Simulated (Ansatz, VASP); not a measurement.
## BP in VASP and in Ansatz

```
CELL_PARAMETERS angstrom
0.00000 2.27415 2.27415
2.27415 0.00000 2.27415
2.27415 2.27415 0.00000
ATOMIC_POSITIONS crystal
B 0.00000 0.00000 0.00000
P 0.25000 0.25000 0.25000
```

Alike in both runs: functional PBE; k mesh 10 × 10 × 10; no spin polarisation.

Ansatz relaxed the structure, and its values are those at the end. VASP's run is a single point on that final structure, the one shown.

|  | VASP | Ansatz |
| --- | --- | --- |
| version | VASP 6.6.1 | Ansatz 0.2.0 |
| potentials or method | VASP PAW PBE potentials, release 64 (B, P) | plane waves, PAW |
| plane-wave cutoff (eV) | 500 | 420 |
| occupations | gaussian, width 0.01 eV | fixed |
| valence electrons in the cell | 8 | 8 |

|  | VASP | Ansatz | Ansatz less VASP |
| --- | --- | --- | --- |
| pressure (GPa) | -0.2 | 0.0 | +0.23 |
